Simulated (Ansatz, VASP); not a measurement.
# TaN in VASP and in Ansatz

```
Ta N
1.0
     2.93800    0.00000    0.00000
    -1.46900    2.54438    0.00000
     0.00000    0.00000    2.88300
Ta N
1 1
Direct
  0.33333 0.66667 0.50000
  0.00000 0.00000 0.00000
```

Alike in both runs: task single point; functional LDA; k mesh 5 × 5 × 5; occupations gaussian, width 0.15 eV; no spin polarisation.

```csv
,VASP,Ansatz
version,VASP 6.6.1,Ansatz 0.2.0
potentials or method,"VASP PAW LDA potentials, release 64 (Ta_sv_GW, N), cutoff 600 eV","plane waves, PAW"
valence electrons in the cell,18,18
```

```csv
,VASP,Ansatz,Ansatz less VASP
pressure (GPa),-10.6,-11.7,-1.07
"traceless stress, the component that is largest in VASP (GPa)",-1.44,-1.52,-0.085
```

LDA's correlation is that of Perdew and Zunger in VASP and of Perdew and Wang (1992) in Ansatz. Ansatz's warnings: stress scf threshold loose.

The k mesh is coarse, so the values compare programs but aren't converged. Neither program's run includes spin-orbit coupling.
